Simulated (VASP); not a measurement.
# CdTe (I-4m2) in VASP: notebook

Aim: see how the results for CdTe move with the level of theory and the settings. Levels: PBEsol, PBE. Tasks: single point.

All numbers are computed with VASP 6.6.1; they aren't measurements. Logs are shortened: lines on timing, memory, paths and dates and some standing lists are left out, and cuts for length are marked.

### Step 1. The cell of the first run

Symmetry: I-4m2, No. 119, tetragonal system. The conventional cell has a = 4.589 Å, b = 4.589 Å, c = 7.057 Å, α = 90.00°, β = 90.00°, γ = 90.00°. Within 3.8 Å of Cd (site symmetry -4m2) lie 4 Te at 2.89 Å. Within 3.8 Å of Te (site symmetry -4m2) lie 4 Cd at 2.89 Å.

### Step 2. Single point, PBEsol (strain +0.0875 x Voigt [0, 1, 0, 0, 0, 0])

The input, INCAR:

```
SYSTEM = CdTe
PREC = Accurate
ENCUT = 520
EDIFF = 1E-6
ISMEAR = 0
SIGMA = 0.05
LREAL = .False.
LASPH = .True.
NELM = 80
ALGO = Normal
ISIF = 2
LWAVE = .False.
LCHARG = .True.
GGA = PS
LELF = .True.
LVHAR = .True.
NBANDS = 16
```

The input, KPOINTS:

```
regular mesh
0
Gamma
  8 8 8
  0 0 0
```

The input, POSCAR:

```
CdTe
1.0
    0.0000000000      3.5285802856      3.2446715270
    3.2446715270      0.0000000000      3.2446715270
    3.2446715270      3.5285802856      0.0000000000
Cd Te
1 1
Direct
    0.0000000000      0.0000000000      0.0000000000
    0.7500000000      0.7500000000      0.7500000000
```

Potentials or basis: VASP PAW PBE potentials, release 64 (Cd, Te).

Command:

```console
$ cat potpaw_PBE.64/Cd/POTCAR potpaw_PBE.64/Te/POTCAR > POTCAR
$ mpirun -np 1 vasp_std > vasp.out
```

OUTCAR:

```text
SYSTEM = CdTe
   PREC = Accurate
   ENCUT = 520
   EDIFF = 1E-6
   ISMEAR = 0
   LREAL = .False.
   LASPH = .True.
   NELM = 80
   ISIF = 2
   GGA = PS

 ion  position               nearest neighbor table
   1  0.000  0.000  0.000-   2 2.89   2 2.89   2 2.89   2 2.89
   2  0.750  0.750  0.750-   1 2.89   1 2.89   1 2.89   1 2.89

  LATTYP: Found a body centered tetragonal cell.
 ALAT       =     4.5886584789
 C/A-ratio  =     1.5379572491

  Lattice vectors:

 A1 = (   0.0000000000,  -3.5285802856,   3.2446715270)
 A2 = (   0.0000000000,  -3.5285802856,  -3.2446715270)
 A3 = (   3.2446715270,   3.5285802856,   0.0000000000)

Analysis of symmetry for initial positions (statically):
=====================================================================
 Subroutine PRICEL returns:
 Original cell was already a primitive cell.

 Routine SETGRP: Setting up the symmetry group for a
 body centered tetragonal supercell.

 Subroutine GETGRP returns: Found  8 space group operations
 (whereof  8 operations were pure point group operations)
 out of a pool of 16 trial point group operations.

The static configuration has the point symmetry D_2d.

Analysis of symmetry for dynamics (positions and initial velocities):
=====================================================================
 Subroutine PRICEL returns:
 Original cell was already a primitive cell.

 Routine SETGRP: Setting up the symmetry group for a
 body centered tetragonal supercell.

 Subroutine GETGRP returns: Found  8 space group operations
 (whereof  8 operations were pure point group operations)
 out of a pool of 16 trial point group operations.

The dynamic configuration has the point symmetry D_2d.

 Subroutine INISYM returns: Found  8 space group operations
 (whereof  8 operations are pure point group operations),
 and found     1 'primitive' translations

----------------------------------------------------------------------------------------

                                     Primitive cell

  volume of cell :      74.2970

  direct lattice vectors                    reciprocal lattice vectors
     0.000000000  3.528580286  3.244671527    -0.154098803  0.141700049  0.154098803
     3.244671527  0.000000000  3.244671527     0.154098803 -0.141700049  0.154098803
     3.244671527  3.528580286  0.000000000     0.154098803  0.141700049 -0.154098803

  length of vectors
     4.793617856  4.588658479  4.793617856     0.259945737  0.259945737  0.259945737

  position of ions in fractional coordinates (direct lattice)
     0.000000000  0.000000000  0.000000000
     0.750000000  0.750000000  0.750000000

  ion indices of the primitive-cell ions
   primitive index   ion index
                 1           1
                 2           2

----------------------------------------------------------------------------------------

 KPOINTS: regular mesh

Automatic generation of k-mesh.
 Grid dimensions read from file:
 generate k-points for:    8    8    8

 Generating k-lattice:

  Cartesian coordinates                     Fractional coordinates (reciprocal lattice)
    -0.019262350  0.017712506  0.019262350     0.125000000  0.000000000  0.000000000
     0.019262350 -0.017712506  0.019262350     0.000000000  0.125000000  0.000000000
     0.019262350  0.017712506 -0.019262350     0.000000000  0.000000000  0.125000000

  Length of vectors
     0.032493217  0.032493217  0.032493217

  Shift w.r.t. Gamma in fractional coordinates (k-lattice)
     0.000000000  0.000000000  0.000000000

 Subroutine IBZKPT returns following result:
 ===========================================

 Found     59 irreducible k-points:

 Following reciprocal coordinates:
            Coordinates               Weight
  0.000000  0.000000  0.000000      1.000000
  0.125000  0.000000  0.000000      8.000000
  0.250000  0.000000  0.000000      8.000000
  0.375000  0.000000  0.000000      8.000000
  0.500000  0.000000  0.000000      4.000000
  0.125000  0.125000  0.000000      4.000000
[... 16 lines left out ...]
  0.250000  0.000000  0.125000      8.000000
  0.375000  0.000000  0.125000      8.000000
 [... further k-points ...]
   k-points           NKPTS =     59   k-points in BZ     NKDIM =     59   number of bands    NBANDS=     16
   number of dos      NEDOS =    301   number of ions     NIONS =      2
   total plane-waves  NPLWV =  46656
   dimension x,y,z NGX =    36 NGY =   36 NGZ =   36
   dimension x,y,z NGXF=    72 NGYF=   72 NGZF=   72
   ions per type =               1   1
   NGX,Y,Z   is equivalent  to a cutoff of  12.49, 13.04, 12.49 a.u.
   NGXF,Y,Z  is equivalent  to a cutoff of  24.97, 26.09, 24.97 a.u.
 SYSTEM =  CdTe
   PREC   = accura    normal or accurate (medium, high low for compatibility)
   ISTART =      0    job   : 0-new  1-cont  2-samecut
   ICHARG =      2    charge: 1-file 2-atom 10-const
   ISPIN  =      1    spin polarized calculation?
   LNONCOLLINEAR =      F non collinear calculations
   LSORBIT =      F    spin-orbit coupling
   LASPH  =      T    aspherical Exc in radial PAW
   ENCUT  =  520.0 eV  38.22 Ry    6.18 a.u.   8.91  8.53  8.91*2*pi/ulx,y,z
   NELM   =     80;   NELMIN=  2; NELMDL= -5     # of ELM steps
   EDIFF  = 0.1E-05   stopping-criterion for ELM
   LREAL  =      F    real-space projection
   EDIFFG = 0.1E-04   stopping-criterion for IOM
   NSW    =      0    number of steps for IOM
   IBRION =     -1    ionic relax: 0-MD 1-quasi-New 2-CG
   NFREE  =      0    steps in history (QN), initial steepest desc. (CG)
   ISIF   =      2    stress and relaxation
   ISYM   =      2    0-nonsym 1-usesym 2-fastsym
   POTIM  = 0.5000    time-step for ionic-motion
   TEBEG  =    0.0;   TEEND  =   0.0 temperature during run
   PSTRESS=    0.0 pullay stress
   NELECT =      18.0000    total number of electrons
   NUPDOWN=      -1.0000    fix difference up-down
   EMIN   =  10.00;   EMAX   =-10.00  energy-range for DOS
   EFERMI =   0.00;   METHOD = LEGACY
   ISMEAR =     0;   SIGMA  =   0.05  broadening in eV -4-tet -1-fermi 0-gaus
   EFERMI_NEDOS =   21; number of points for ismear=-14 and -15
   IALGO  =     38    algorithm
   IMIX   =      4    mixing-type and parameters
     AMIX     =   0.40;   BMIX     =  1.00
     AMIX_MAG =   1.60;   BMIX_MAG =  1.00
  volume/ion in A,a.u.               =      37.15       250.69
  Fermi-wavevector in a.u.,A,eV,Ry     =   1.020568  1.928593 14.171264  1.041559
  Thomas-Fermi vector in A             =   2.154144
   LORBIT       =      0    0 simple, 1 ext, 2 COOP (PROOUT), +10 PAW based schemes
   GGA     = PS    functional components
   LHFCALC =     F    Hartree Fock is set to
   AEXX    =    0.0000 exact exchange contribution
   IVDW    =     0    specifies the selected vdW correction
   LEPSILON=     F    determine dielectric tensor
   LRPA    =     F    only Hartree local field effects (RPA)
 non-spin polarized calculation
 Gauss-broadening in eV      SIGMA  =   0.05
  energy-cutoff  :      520.00
  volume of cell :       74.30
 maximum number of plane-waves:      2038
   NGX = 17   NGY = 17   NGZ = 17

 number of electron      17.9999999 magnetization

 Free energy of the ion-electron system (eV)
  ---------------------------------------------------
  ext. energy  EPLUGINS =         0.00000000
  ---------------------------------------------------
  free energy    TOTEN  =        -5.41461740 eV

  energy without entropy =       -5.41461735  energy(sigma->0) =       -5.41461737

 E-fermi :   1.6964     XC(G=0):  -8.4035

 val. band max:        1.5509884519   @ k =   0.0000   0.0000   0.0000
 cond. band min:       1.8360119495   @ k =   0.0000   0.0000   0.0000
 fundamental gap:      0.2850234977
 Fermi energy:         1.6963783259

 k-point     1 :       0.0000    0.0000    0.0000
  band No.  band energies     occupation
      1      -9.2801      2.00000
      2      -6.5412      2.00000
      3      -6.5203      2.00000
      4      -6.5203      2.00000
      5      -6.3282      2.00000
      6      -6.3237      2.00000
[... 8 lines left out ...]
     15       9.9866      0.00000
     16      10.6353      0.00000

 k-point     2 :       0.1250    0.0000    0.0000
  band No.  band energies     occupation
      1      -9.2313      2.00000
      2      -6.5281      2.00000
      3      -6.5118      2.00000
      4      -6.4866      2.00000
      5      -6.3267      2.00000
      6      -6.3254      2.00000
[... 8 lines left out ...]
     15       9.6505      0.00000
     16      10.3926      0.00000

 k-point     3 :       0.2500    0.0000    0.0000
  band No.  band energies     occupation
      1      -9.1130      2.00000
      2      -6.5080      2.00000
      3      -6.4924      2.00000
      4      -6.3714      2.00000
      5      -6.3281      2.00000
      6      -6.3133      2.00000
[... 8 lines left out ...]
     15       9.9707      0.00000
     16       9.9749      0.00000

 k-point     4 :       0.3750    0.0000    0.0000
  band No.  band energies     occupation
      1      -8.9954      2.00000
      2      -6.4930      2.00000
      3      -6.4755      2.00000
      4      -6.3281      2.00000
      5      -6.3208      2.00000
      6      -6.1613      2.00000
[... 8 lines left out ...]
     15      10.4621      0.00000
     16      10.7071      0.00000
[... 324 lines left out ...]
 k-point    22 :       0.1250    0.0000    0.1250
  band No.  band energies     occupation
      1      -9.2208      2.00000
      2      -6.5040      2.00000
      3      -6.5040      2.00000
      4      -6.4999      2.00000
      5      -6.3347      2.00000
      6      -6.3213      2.00000
[... 8 lines left out ...]
     15       9.5104      0.00000
     16      11.3272      0.00000

 k-point    23 :       0.2500    0.0000    0.1250
  band No.  band energies     occupation
      1      -9.1296      2.00000
      2      -6.4976      2.00000
      3      -6.4843      2.00000
      4      -6.3992      2.00000
      5      -6.3375      2.00000
      6      -6.3206      2.00000
[... 8 lines left out ...]
     15      10.4789      0.00000
     16      10.8816      0.00000

 k-point    24 :       0.3750    0.0000    0.1250
  band No.  band energies     occupation
      1      -9.0119      2.00000
      2      -6.4868      2.00000
      3      -6.4660      2.00000
      4      -6.3324      2.00000
      5      -6.3216      2.00000
      6      -6.2169      2.00000
[... 8 lines left out ...]
     15      10.4444      0.00000
     16      11.0169      0.00000

 [... further k-points ...]
[... 5 lines left out ...]
  --------------------------------------------------------------------------------------
  -------------------------------------------------------------------------------------
  Total       -1.0158284     -1.8549248     -1.0158284      0.0000000     -0.0000000      0.0000000
  in kB      -21.9058178    -40.0004985    -21.9058178      0.0000000     -0.0000000      0.0000000
  external PRESSURE =     -27.9373781 kB  Pullay stress =       0.0000000 kB

 VOLUME and BASIS-vectors are now :
 -----------------------------------------------------------------------------
  energy-cutoff  :      520.00
  volume of cell :       74.30
      direct lattice vectors                 reciprocal lattice vectors
     0.000000000  3.528580286  3.244671527    -0.154098803  0.141700049  0.154098803
     3.244671527  0.000000000  3.244671527     0.154098803 -0.141700049  0.154098803
     3.244671527  3.528580286  0.000000000     0.154098803  0.141700049 -0.154098803

 POSITION                                       TOTAL-FORCE (eV/Angst)
 -----------------------------------------------------------------------------------
      0.00000      0.00000      0.00000        -0.000000      0.000000     -0.000000
      4.86701      5.29287      4.86701         0.000000     -0.000000      0.000000
 -----------------------------------------------------------------------------------
    total drift:                                0.000000      0.000001      0.000000

  FREE ENERGIE OF THE ION-ELECTRON SYSTEM (eV)
  ---------------------------------------------------
  free  energy   TOTEN  =        -5.4146173962 eV

  energy  without entropy=       -5.4146173501  energy(sigma->0) =       -5.41461737
```

It took 26 s on 1 thread of Intel Xeon 6975P-C (Granite Rapids), shared host; peak memory 0.24 GiB.

What came out:

```
Free energy            : -5.4146 eV
Pressure               : -2.8 GPa
Band gap on the k mesh : 0.28 eV, direct
```

Stress tensor (GPa, compression positive):
```
-2.19  0.00  0.00
 0.00 -4.00  0.00
 0.00  0.00 -2.19
```

Caveat: the cell differs from its parent crystal (strain +0.0875 x Voigt [0, 1, 0, 0, 0, 0]); the PAW data sets were made with another functional, which shifts forces and pressure a little; spin-orbit coupling is left out, which moves the levels of the heavy elements.

### Step 3. Single point, PBEsol (strain +0.1000 x Voigt [0, 1, 0, 0, 0, 0])

The input, INCAR:

```
SYSTEM = CdTe
  ALGO = Normal
  EDIFF = 1E-6
  ENCUT = 520
  GGA = PS
  ISIF = 2
  ISMEAR = 0
  LASPH = .TRUE.
  LCHARG = .FALSE.
  LREAL = .FALSE.
  LWAVE = .FALSE.
  NBANDS = 16
  NELM = 80
  PREC = Accurate
  SIGMA = 0.05
```

The input, KPOINTS:

```
k-points
0
G
  8 8 8
  0 0 0
```

The input, POSCAR:

```
CdTe
1.0
    0.0000000000      3.5691386797      3.2446715270
    3.2446715270      0.0000000000      3.2446715270
    3.2446715270      3.5691386797      0.0000000000
Cd Te
1 1
Direct
    0.0000000000      0.0000000000      0.0000000000
    0.7500000000      0.7500000000      0.7500000000
```

Potentials or basis: VASP PAW PBE potentials, release 64 (Cd, Te).

Command:

```console
$ cat potpaw_PBE.64/Cd/POTCAR potpaw_PBE.64/Te/POTCAR > POTCAR
$ mpirun -np 1 vasp_std > vasp.out
```

Run time: 26 s. Hardware: 1 thread of Intel Xeon 6975P-C (Granite Rapids), shared host; peak memory 0.25 GiB.

Results (log left out):

* Free energy: -5.3919 eV
* Pressure: -3.1 GPa
* Band gap on the k mesh: 0.23 eV, direct

Stress tensor (GPa, compression positive):
```
-2.41  0.00  0.00
 0.00 -4.51  0.00
 0.00  0.00 -2.41
```

Levels at points of the mesh, in eV from the valence-band top:
```tsv
k point	band 7	band 8	band 9	band 10	band 11	band 12
(0.00, 0.00, 0.00)	-0.34	0.00	0.00	0.23	4.52	4.52
(0.50, 0.00, 0.00)	-4.03	-0.97	-0.53	1.46	4.89	5.32
(0.50, 0.50, 0.00)	-3.84	-1.83	-1.72	2.27	2.50	7.97
(0.50, 0.00, 0.50)	-4.25	-1.41	-1.41	2.82	2.93	7.66
```

Caveat: the cell differs from its parent crystal (strain +0.1000 x Voigt [0, 1, 0, 0, 0, 0]); the PAW data sets were made with another functional, which shifts forces and pressure a little; spin-orbit coupling is left out, which moves the levels of the heavy elements.

### Step 4. Single point, PBE

This run uses another cell than the first one, of 30.74 Å³/atom, 0.828 times its volume.

The input, INCAR:

```
PREC     = Accurate       # precision mode
ENCUT    = 500            # plane-wave cutoff, eV
EDIFF    = 1E-6           # SCF threshold, eV
ISMEAR   = 0              # smearing method
SIGMA    = 0.05           # smearing width, eV
LREAL    = F              # projectors in reciprocal space
LASPH    = T              # aspherical terms in the spheres
NELM     = 120            # most SCF steps
ALGO     = Normal         # electronic algorithm
ISIF     = 2              # what is computed and relaxed
LWAVE    = F              # write WAVECAR
LCHARG   = F              # write CHGCAR
GGA      = PE             # functional
NBANDS   = 16             # bands
GGA_COMPAT= F
```

The input, KPOINTS:

```
Automatic mesh
0
Gamma
  8 8 8
```

The input, POSCAR:

```
CdTe
1.0
    0.0000000000      2.9202043743      3.2446715270
    3.2446715270      0.0000000000      3.2446715270
    3.2446715270      2.9202043743      0.0000000000
Cd Te
1 1
Direct
    0.0000000000      0.0000000000      0.0000000000
    0.7500000000      0.7500000000      0.7500000000
```

Command:

```console
$ cat potpaw_PBE.64/Cd/POTCAR potpaw_PBE.64/Te/POTCAR > POTCAR
$ mpirun -np 1 vasp_std > vasp.out
```

Run time: 67 s. Hardware: 1 thread of AMD EPYC 7R13, shared host; peak memory 0.19 GiB.

It converged, with:

```
Free energy            : -4.5425 eV
Pressure               : 8.4 GPa
Band gap on the k mesh : 0.87 eV, direct
```

Stress tensor (GPa, compression positive):
```
8.27 0.00 0.00
0.00 8.81 0.00
0.00 0.00 8.27
```

Levels at points of the mesh, in eV from the valence-band top:
```csv
k point,band 6,band 7,band 8,band 9,band 10,band 11,band 12,band 13
"(0.00, 0.00, 0.00)",-8.51,-0.30,-0.30,0.00,0.87,4.39,4.39,4.40
"(0.50, 0.00, 0.00)",-8.09,-5.20,-1.38,-0.86,1.62,4.62,5.45,7.01
"(0.50, 0.50, 0.00)",-8.00,-5.17,-2.31,-2.12,2.35,2.74,8.80,8.84
"(0.50, 0.00, 0.50)",-7.77,-4.60,-2.73,-2.73,1.87,1.90,9.43,9.43
```

Caveat: spin-orbit coupling is left out, which moves the levels of the heavy elements.

### Step 5. Overview

```tsv
level	cell	cutoff (eV)	gap on the mesh (eV)	pressure (GPa)
PBEsol	a = 4.794, b = 4.589 Å, angles 61.4, 57.2, 61.4°, 2 atoms	520	0.28	-2.8
PBEsol	a = 4.824, b = 4.589 Å, angles 61.6, 56.8, 61.6°, 2 atoms	520	0.23	-3.1
PBE	a = 4.365, b = 4.589 Å, angles 58.3, 63.4, 58.3°, 2 atoms	500	0.87	8.4
```

Alike in all rows: task single point; potentials or basis VASP PAW PBE potentials, release 64 (Cd, Te); no spin polarisation; k mesh 8 × 8 × 8; smearing gaussian 0.05 eV.

Caveats: spin-orbit coupling is left out, which moves the levels of the heavy elements; the PAW data sets were made with another functional, which shifts forces and pressure a little (some runs).

Absolute energies hang on the potentials; compare differences alone.
